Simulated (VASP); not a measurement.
Input of a VASP 6.6.1 run:

The input INCAR:

```
SYSTEM = TaN
PREC = Accurate ; ENCUT = 600
EDIFF = 1E-7 ; ISMEAR = 1
SIGMA = 0.05 ; LREAL = .False.
LASPH = .True. ; NELM = 60
ALGO = Normal ; ISIF = 3
LWAVE = .False. ; LCHARG = .False.
GGA = CA ; IBRION = 2
NSW = 80 ; EDIFFG = -0.01
```

File KPOINTS:

```
regular mesh
0
Gamma
  10 10 10
  0 0 0
```

Contents of POSCAR:

```
TaN
1.0
    0.0000000000      2.1790000000      2.1790000000
    2.1790000000      0.0000000000      2.1790000000
    2.1790000000      2.1790000000      0.0000000000
Ta N
1 1
Direct
    0.5000000000      0.5000000000      0.5000000000
    0.0000000000      0.0000000000      0.0000000000
```

Potentials or basis: VASP PAW LDA potentials, release 64 (Ta_pv, N).

Run with:

```bash
$ cat potpaw_LDA.64/Ta_pv/POTCAR potpaw_LDA.64/N/POTCAR > POTCAR
$ mpirun -np 1 vasp_std > vasp.out
```

Estimate the relaxed volume.

10.33 Å³/atom.

Estimate the relaxed cell.

a = 3.080 Å, b = 3.080 Å, c = 3.080 Å, α = 60.00°, β = 60.00°, γ = 60.00°.

Estimate the space group after relaxing (to 0.1 Å).

Fm-3m (No. 225).

Final structure:
```
Ta N
1.0
     0.00000    2.17776    2.17776
     2.17776    0.00000    2.17776
     2.17776    2.17776    0.00000
Ta N
1 1
Cartesian
  2.1778 2.1778 2.1778
  0.0000 0.0000 0.0000
```

Caveat: the highest band is partly filled, so the run has too few bands.
